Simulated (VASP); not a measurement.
CoO, 2 atoms in the cell. It takes space group Fm-3m (No. 225, cubic). The conventional cell has a = 4.263 Å, b = 4.263 Å, c = 4.263 Å, α = 90.00°, β = 90.00°, γ = 90.00°. Within 2.8 Å of Co (site symmetry m-3m) lie 6 O at 2.13 Å. O (site symmetry m-3m) has 6 Co at 2.13 Å within 2.8 Å. 

| Quantity | Value |
| --- | --- |
| Program | VASP 6.6.1 |
| Task | single point |
| Functional | PBE |
| Potentials or basis | VASP PAW PBE potentials, release 64 (Co, O) |
| Cutoff | 520 eV |
| k mesh | 11 × 11 × 11 |
| Occupations | fermi-dirac, width 0.05 eV |
| Spin | collinear spin, ferromagnetic start |
| Starting moments | [3.5, 0.0] μB |
| Dipole correction | no |
| Further INCAR settings | ALGO = Normal; EDIFF = 1e-06; NBANDS = 18 |

Potentials or basis: VASP PAW PBE potentials, release 64 (Co, O).

Command:

```console
$ cat potpaw_PBE.64/Co/POTCAR potpaw_PBE.64/O/POTCAR > POTCAR
$ mpirun -np 1 vasp_std > vasp.out
```

Hardware: 1 thread of Intel Xeon 8259CL, on a shared host.

**Question.** How long does it take, and how much memory?

**Answer.** Run time: 57 s on 1 thread of Intel Xeon 8259CL, with other jobs on the host, peak memory 0.17 GiB. Counts: scf iterations 17, k points 56.
